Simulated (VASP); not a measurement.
# LiCl (Fm-3m) in VASP: a series of runs

Aim: see how the results for LiCl move with the level of theory and the settings. Levels: r2SCAN+rVV10, PBE-based screened hybrid. Tasks: single point.

Everything below comes from runs of VASP 6.6.1. Logs are shortened: lines on timing, memory, paths and dates and some standing lists are left out, and cuts for length are marked.

## 1. The cell of the first run

The structure is cubic, space group Fm-3m (No. 225). Conventional cell: a = 5.130 Å, b = 5.130 Å, c = 5.130 Å, α = 90.00°, β = 90.00°, γ = 90.00°. Cl (site symmetry m-3m) has 6 Li at 2.56 Å within 3.4 Å. Within 3.4 Å of Li (site symmetry m-3m) lie 6 Cl at 2.56 Å.

## 2. Single point, r2SCAN+rVV10

Input file POSCAR:

```
LiCl
1.0
    0.0000000000      2.5647700000      2.5647700000
    2.5647700000      0.0000000000      2.5647700000
    2.5647700000      2.5647700000      0.0000000000
Cl Li
1 1
Direct
    0.5000000000      0.5000000000      0.5000000000
    0.0000000000      0.0000000000      0.0000000000
```

Input file INCAR.step1:

```
SYSTEM = LiCl
PREC = Accurate
ENCUT = 520
ISMEAR = -1
SIGMA = 0.15
LREAL = .FALSE.
LASPH = .TRUE.
NELM = 60
NBANDS = 12
GGA = PE
ALGO = Normal
EDIFF = 1E-4
LWAVE = .TRUE.
LCHARG = .FALSE.
```

Input file INCAR.step2:

```
SYSTEM = LiCl
PREC = Accurate
ENCUT = 520
EDIFF = 1E-6
ISMEAR = -1
SIGMA = 0.15
LREAL = .FALSE.
LASPH = .TRUE.
NELM = 60
ALGO = Normal
ISIF = 2
LWAVE = .FALSE.
LCHARG = .FALSE.
METAGGA = R2SCAN
LMIXTAU = .TRUE.
LUSE_VDW = .TRUE.
IVDW_NL = 2
BPARAM = 11.95
CPARAM = 0.0093
NBANDS = 12
ISTART = 1
```

Input file KPOINTS:

```
Automatic mesh
0
G
  9 9 9
  0 0 0
```

Potentials or basis: VASP PAW PBE potentials, release 64 (Cl, Li_sv).

Command:

```
$ cat potpaw_PBE.64/Cl/POTCAR potpaw_PBE.64/Li_sv/POTCAR > POTCAR
$ cp INCAR.step1 INCAR
$ mpirun -np 1 vasp_std > vasp.out
$ cp INCAR.step2 INCAR
$ mpirun -np 1 vasp_std > vasp.out
```

OUTCAR:

```text
SYSTEM = LiCl
   PREC = Accurate
   ENCUT = 520
   EDIFF = 1E-6
   ISMEAR = -1
   LREAL = .FALSE.
   LASPH = .TRUE.
   NELM = 60
   ISIF = 2
   METAGGA = R2SCAN
   IVDW_NL = 2
   BPARAM = 11.95
   ISTART = 1

 ion  position               nearest neighbor table
   1  0.500  0.500  0.500-   2 2.56   2 2.56   2 2.56   2 2.56   2 2.56   2 2.56
   2  0.000  0.000  0.000-   1 2.56   1 2.56   1 2.56   1 2.56   1 2.56   1 2.56

  LATTYP: Found a face centered cubic cell.
 ALAT       =     5.1295400000

  Lattice vectors:

 A1 = (   0.0000000000,   2.5647700000,   2.5647700000)
 A2 = (   2.5647700000,   0.0000000000,   2.5647700000)
 A3 = (   2.5647700000,   2.5647700000,   0.0000000000)

Analysis of symmetry for initial positions (statically):
=====================================================================
 Subroutine PRICEL returns:
 Original cell was already a primitive cell.

 Routine SETGRP: Setting up the symmetry group for a
 face centered cubic supercell.

 Subroutine GETGRP returns: Found 48 space group operations
 (whereof 48 operations were pure point group operations)
 out of a pool of 48 trial point group operations.

The static configuration has the point symmetry O_h .

Analysis of symmetry for dynamics (positions and initial velocities):
=====================================================================
 Subroutine PRICEL returns:
 Original cell was already a primitive cell.

 Routine SETGRP: Setting up the symmetry group for a
 face centered cubic supercell.

 Subroutine GETGRP returns: Found 48 space group operations
 (whereof 48 operations were pure point group operations)
 out of a pool of 48 trial point group operations.

The dynamic configuration has the point symmetry O_h .

 Subroutine INISYM returns: Found 48 space group operations
 (whereof 48 operations are pure point group operations),
 and found     1 'primitive' translations

----------------------------------------------------------------------------------------

                                     Primitive cell

  volume of cell :      33.7423

  direct lattice vectors                    reciprocal lattice vectors
     0.000000000  2.564770000  2.564770000    -0.194949255  0.194949255  0.194949255
     2.564770000  0.000000000  2.564770000     0.194949255 -0.194949255  0.194949255
     2.564770000  2.564770000  0.000000000     0.194949255  0.194949255 -0.194949255

  length of vectors
     3.627132518  3.627132518  3.627132518     0.337662014  0.337662014  0.337662014

  position of ions in fractional coordinates (direct lattice)
[... 90 lines left out ...]
   NELECT =      10.0000    total number of electrons
   NUPDOWN=      -1.0000    fix difference up-down
   EMIN   =  10.00;   EMAX   =-10.00  energy-range for DOS
   EFERMI =   0.00;   METHOD = LEGACY
   ISMEAR =    -1;   SIGMA  =   0.15  broadening in eV -4-tet -1-fermi 0-gaus
   EFERMI_NEDOS =   21; number of points for ismear=-14 and -15
   IALGO  =     38    algorithm
   IMIX   =      4    mixing-type and parameters
     AMIX     =   0.40;   BMIX     =  1.00
     AMIX_MAG =   1.60;   BMIX_MAG =  1.00
  volume/ion in A,a.u.               =      16.87       113.85
  Fermi-wavevector in a.u.,A,eV,Ry     =   1.091482  2.062601 16.209056  1.191332
  Thomas-Fermi vector in A             =   2.227728
   LORBIT       =      0    0 simple, 1 ext, 2 COOP (PROOUT), +10 PAW based schemes
   METAGGA = R2SCAN    functional components
   LHFCALC =     F    Hartree Fock is set to
   AEXX    =    0.0000 exact exchange contribution
   IVDW_NL    =     2    kernel type
   BPARAM     =11.9500
   IVDW    =     0    specifies the selected vdW correction
   LEPSILON=     F    determine dielectric tensor
   LRPA    =     F    only Hartree local field effects (RPA)
 non-spin polarized calculation
  energy-cutoff  :      520.00
  volume of cell :       33.74
 maximum number of plane-waves:       922
   NGX = 13   NGY = 13   NGZ = 13

 number of electron      10.0000005 magnetization

 Free energy of the ion-electron system (eV)
  ---------------------------------------------------
  ext. energy  EPLUGINS =         0.00000000
  ---------------------------------------------------
  free energy    TOTEN  =       -12.31329229 eV

  energy without entropy =      -12.31329229  energy(sigma->0) =      -12.31329229

 E-fermi :   3.4618     XC(G=0):  -9.2150

 val. band max:        0.1870200764   @ k =   0.0000   0.0000   0.0000
 cond. band min:       7.4110968979   @ k =   0.0000   0.0000   0.0000
 fundamental gap:      7.2240768215
 Fermi energy:         3.4618389491

 k-point     1 :       0.0000    0.0000    0.0000
  band No.  band energies     occupation
      1     -44.5755      2.00000
      2     -13.8028      2.00000
      3       0.1870      2.00000
      4       0.1870      2.00000
      5       0.1870      2.00000
      6       7.4111      0.00000
      7      12.8104      0.00000
      8      12.8104      0.00000
      9      12.8104      0.00000
     10      15.5494      0.00000
     11      15.5494      0.00000
     12      15.9907      0.00000
[... 331 lines left out ...]
 k-point    24 :       0.4444    0.4444    0.0000
  band No.  band energies     occupation
      1     -44.5724      2.00000
      2     -12.9948      2.00000
      3      -2.6797      2.00000
      4      -0.9137      2.00000
      5      -0.9136      2.00000
      6       8.9646      0.00000
      7       9.1181      0.00000
      8      13.3999      0.00000
      9      15.3607      0.00000
     10      15.3611      0.00000
     11      17.8942      0.00000
     12      19.8713      0.00000

 [... further k-points ...]

------------------------ aborting loop because EDIFF is reached ----------------------------------------

  FORCE on cell =-STRESS in cart. coord.  units (eV):
  Direction    XX          YY          ZZ          XY          YZ          ZX
  --------------------------------------------------------------------------------------
  -------------------------------------------------------------------------------------
  Total       -0.3168176     -0.3168176     -0.3168176      0.0000000     -0.0000000      0.0000000
  in kB      -15.0433539    -15.0433539    -15.0433539      0.0000000     -0.0000000      0.0000000
  external PRESSURE =     -15.0433539 kB  Pullay stress =       0.0000000 kB

 VOLUME and BASIS-vectors are now :
 -----------------------------------------------------------------------------
  energy-cutoff  :      520.00
  volume of cell :       33.74
      direct lattice vectors                 reciprocal lattice vectors
     0.000000000  2.564770000  2.564770000    -0.194949255  0.194949255  0.194949255
     2.564770000  0.000000000  2.564770000     0.194949255 -0.194949255  0.194949255
     2.564770000  2.564770000  0.000000000     0.194949255  0.194949255 -0.194949255

 POSITION                                       TOTAL-FORCE (eV/Angst)
 -----------------------------------------------------------------------------------
      2.56477      2.56477      2.56477        -0.000000      0.000000      0.000000
      0.00000      0.00000      0.00000         0.000000     -0.000000     -0.000000
 -----------------------------------------------------------------------------------
    total drift:                                0.000000      0.000000      0.000000

  FREE ENERGIE OF THE ION-ELECTRON SYSTEM (eV)
  ---------------------------------------------------
  free  energy   TOTEN  =       -12.3132922898 eV

  energy  without entropy=      -12.3132922895  energy(sigma->0) =      -12.31329229
```

OUTCAR.step1:

```text
SYSTEM = LiCl
   PREC = Accurate
   ENCUT = 520
   ISMEAR = -1
   LREAL = .FALSE.
   LASPH = .TRUE.
[... 580 lines left out ...]
      2.56477      2.56477      2.56477         0.000000      0.000000     -0.000000
      0.00000      0.00000      0.00000        -0.000000     -0.000000      0.000000
 -----------------------------------------------------------------------------------
    total drift:                                0.000000      0.000000      0.000000

  FREE ENERGIE OF THE ION-ELECTRON SYSTEM (eV)
  ---------------------------------------------------
  free  energy   TOTEN  =        -7.3856937210 eV

  energy  without entropy=       -7.3856937208  energy(sigma->0) =       -7.38569372
```

Run time: 99 s. Hardware: 1 thread of Intel Xeon Platinum 8488C (Sapphire Rapids), shared host; peak memory 0.26 GiB.

What came out:

| Property | Result |
| --- | --- |
| Free energy | -12.3133 eV |
| Band gap on the k mesh | 7.22 eV, direct |

Levels at points of the mesh, in eV from the valence-band top:
| k point | band 1 | band 2 | band 3 | band 4 | band 5 | band 6 | band 7 | band 8 | band 9 | band 10 |
| --- | --- | --- | --- | --- | --- | --- | --- | --- | --- | --- |
| (0.00, 0.00, 0.00) | -44.76 | -13.99 | 0.00 | 0.00 | 0.00 | 7.22 | 12.62 | 12.62 | 12.62 | 15.36 |

Caveat: the cutoff is under 1.25 times the usual one of these potentials, so pressure, stress and relaxed cells hold a basis-set (Pulay) error; the PAW data sets were made with another functional, which shifts forces and pressure a little. r2SCAN opens gaps a little over a GGA but as a rule still falls short of measured ones.

## 3. Single point, PBE-based screened hybrid

POSCAR is that of step 2.

Input file INCAR.step1:

```
PREC = Accurate
ENCUT = 520
EDIFF = 1E-5
ISMEAR = -1
SIGMA = 0.05
LREAL = F
LASPH = T
NELM = 60
ALGO = Normal
ISIF = 2
LWAVE = T
GGA = PE
NBANDS = 12
```

Input file INCAR.step2:

```
PREC = Accurate
ENCUT = 520
EDIFF = 1E-7
ISMEAR = -1
SIGMA = 0.05
LREAL = F
LASPH = T
NELM = 60
ALGO = Normal
ISIF = 2
LWAVE = F
LCHARG = T
GGA = PE
LHFCALC = T
AEXX = 0.4
HFSCREEN = 0.2
PRECFOCK = Normal
LELF = T
LVHAR = T
ISTART = 1
NBANDS = 12
```

Input file KPOINTS:

```
regular mesh
0
Gamma
  5 5 5
```

Potentials or basis: VASP PAW PBE potentials, release 64 (Cl, Li_sv).

Command:

```
$ cat potpaw_PBE.64/Cl/POTCAR potpaw_PBE.64/Li_sv/POTCAR > POTCAR
$ cp INCAR.step1 INCAR
$ mpirun -np 1 vasp_std > vasp.out
$ cp INCAR.step2 INCAR
$ mpirun -np 1 vasp_std > vasp.out
```

It used 860 s of CPU time on 1 thread of AMD EPYC 7R13 Processor (Zen 3), with other jobs on the host.

The run converged. Its results:

```yaml
Free_energy: -9.1444 eV
Band_gap_on_the_k_mesh: 8.62 eV, direct
```

Levels at points of the mesh, in eV from the valence-band top:
| k point | band 1 | band 2 | band 3 | band 4 | band 5 | band 6 | band 7 | band 8 | band 9 | band 10 |
| --- | --- | --- | --- | --- | --- | --- | --- | --- | --- | --- |
| (0.00, 0.00, 0.00) | -47.93 | -15.42 | 0.00 | 0.00 | 0.00 | 8.62 | 14.43 | 14.43 | 14.43 | 17.29 |

Caveat: the k points lie up to 0.42 Å⁻¹ apart; the cutoff is under 1.25 times the usual one of these potentials, so pressure, stress and relaxed cells hold a basis-set (Pulay) error; the PAW data sets were made with another functional, which shifts forces and pressure a little.

## 4. Single point, PBE-based screened hybrid

POSCAR is that of step 3.

Input file INCAR.step1:

```
SYSTEM = LiCl
ALGO = Normal
EDIFF = 1E-5
ENCUT = 520
GGA = PE
ISIF = 2
ISMEAR = -1
LASPH = .TRUE.
LCHARG = .FALSE.
LREAL = .FALSE.
LWAVE = .TRUE.
NBANDS = 12
NELM = 100
PREC = Accurate
SIGMA = 0.05
```

Input file INCAR.step2:

```
SYSTEM = LiCl
AEXX = 0.5
ALGO = Normal
EDIFF = 1E-6
ENCUT = 520
GGA = PE
HFSCREEN = 0.2
ISIF = 2
ISMEAR = -1
ISTART = 1
LASPH = .TRUE.
LCHARG = .FALSE.
LHFCALC = .TRUE.
LREAL = .FALSE.
LWAVE = .FALSE.
NBANDS = 12
NELM = 100
PREC = Accurate
PRECFOCK = Normal
SIGMA = 0.05
```

Input file KPOINTS:

```
k-points
0
G
  5 5 5
  0 0 0
```

Potentials or basis: VASP PAW PBE potentials, release 64 (Cl, Li_sv).

Command:

```
$ cat potpaw_PBE.64/Cl/POTCAR potpaw_PBE.64/Li_sv/POTCAR > POTCAR
$ cp INCAR.step1 INCAR
$ mpirun -np 1 vasp_std > vasp.out
$ cp INCAR.step2 INCAR
$ mpirun -np 1 vasp_std > vasp.out
```

OUTCAR:

```text
SYSTEM = LiCl
   AEXX = 0.5
   EDIFF = 1E-6
   ENCUT = 520
   GGA = PE
   HFSCREEN = 0.2
   ISIF = 2
   ISMEAR = -1
   ISTART = 1
   LASPH = .TRUE.
   LHFCALC = .TRUE.
   LREAL = .FALSE.
   NELM = 100
   PREC = Accurate
   PRECFOCK = Normal

 ion  position               nearest neighbor table
   1  0.500  0.500  0.500-   2 2.56   2 2.56   2 2.56   2 2.56   2 2.56   2 2.56
   2  0.000  0.000  0.000-   1 2.56   1 2.56   1 2.56   1 2.56   1 2.56   1 2.56

[... 331 lines left out ...]

------------------------ aborting loop because EDIFF is reached ----------------------------------------

  FORCE on cell =-STRESS in cart. coord.  units (eV):
  Direction    XX          YY          ZZ          XY          YZ          ZX
  --------------------------------------------------------------------------------------
  -------------------------------------------------------------------------------------
  Total       -0.2137629     -0.2137629     -0.2137629      0.0000000      0.0000000      0.0000000
  in kB      -10.1500358    -10.1500358    -10.1500358      0.0000000      0.0000000      0.0000000
  external PRESSURE =     -10.1500358 kB  Pullay stress =       0.0000000 kB

 VOLUME and BASIS-vectors are now :
 -----------------------------------------------------------------------------
  energy-cutoff  :      520.00
  volume of cell :       33.74
      direct lattice vectors                 reciprocal lattice vectors
     0.000000000  2.564770000  2.564770000    -0.194949255  0.194949255  0.194949255
     2.564770000  0.000000000  2.564770000     0.194949255 -0.194949255  0.194949255
     2.564770000  2.564770000  0.000000000     0.194949255  0.194949255 -0.194949255

 POSITION                                       TOTAL-FORCE (eV/Angst)
 -----------------------------------------------------------------------------------
      2.56477      2.56477      2.56477         0.000000      0.000000     -0.000000
      0.00000      0.00000      0.00000        -0.000000     -0.000000      0.000000
 -----------------------------------------------------------------------------------
    total drift:                               -0.000001     -0.000000     -0.000001

  FREE ENERGIE OF THE ION-ELECTRON SYSTEM (eV)
  ---------------------------------------------------
  free  energy   TOTEN  =        -9.5962261847 eV

  energy  without entropy=       -9.5962261846  energy(sigma->0) =       -9.59622618
```

OSZICAR.step1:

```text
N       E                     dE             d eps       ncg     rms          rms(c)
DAV:   1     0.396766204775E+02    0.39677E+02   -0.39735E+03   240   0.774E+02
DAV:   2    -0.501798222946E+01   -0.44695E+02   -0.42548E+02   292   0.139E+02
DAV:   3    -0.737250818090E+01   -0.23545E+01   -0.23443E+01   316   0.331E+01
DAV:   4    -0.744911434821E+01   -0.76606E-01   -0.76588E-01   340   0.605E+00
DAV:   5    -0.744977358688E+01   -0.65924E-03   -0.65923E-03   312   0.537E-01    0.238E+00
DAV:   6    -0.737880369512E+01    0.70970E-01   -0.15297E-01   292   0.183E+00    0.170E+00
DAV:   7    -0.738060641456E+01   -0.18027E-02   -0.49696E-02   360   0.117E+00    0.927E-01
DAV:   8    -0.738479389328E+01   -0.41875E-02   -0.64140E-03   292   0.548E-01    0.155E-01
DAV:   9    -0.738475540541E+01    0.38488E-04   -0.19756E-04   280   0.983E-02    0.548E-02
DAV:  10    -0.738480317442E+01   -0.47769E-04   -0.12122E-04   276   0.741E-02    0.507E-02
DAV:  11    -0.738481089322E+01   -0.77188E-05   -0.12869E-05   268   0.229E-02
   1 F= -.73848109E+01 E0= -.73848109E+01  d E =-.321429E-11
```

It took 17 min on 1 thread of AMD EPYC 7R13 (Zen 3), shared host; peak memory 0.22 GiB.

What came out:

```yaml
Free_energy: -9.5962 eV
Band_gap_on_the_k_mesh: 9.20 eV, direct
```

Caveat: the k points lie up to 0.42 Å⁻¹ apart; the cutoff is under 1.25 times the usual one of these potentials, so pressure, stress and relaxed cells hold a basis-set (Pulay) error; the PAW data sets were made with another functional, which shifts forces and pressure a little.

## 5. Summary

```tsv
level	k mesh	smearing	grid for exact exchange (PRECFOCK)	share of exact exchange	screening parameter	gap on the mesh (eV)
r2SCAN+rVV10	9 × 9 × 9	fermi-dirac 0.15 eV	-	-	-	7.22
PBE-based screened hybrid	5 × 5 × 5	fermi-dirac 0.05 eV	Normal	0.4	0.2 1/Å	8.62
PBE-based screened hybrid	5 × 5 × 5	fermi-dirac 0.05 eV	Normal	0.5	0.2 1/Å	9.20
```

Alike in all rows: task single point; potentials or basis VASP PAW PBE potentials, release 64 (Cl, Li_sv); no spin polarisation; cell as given; cutoff (eV) 520.

Caveats: some runs use coarse meshes; the cutoff is under 1.25 times the usual one of these potentials, so pressure, stress and relaxed cells hold a basis-set (Pulay) error; the PAW data sets were made with another functional, which shifts forces and pressure a little.

Absolute energies hang on the potentials; compare differences alone.
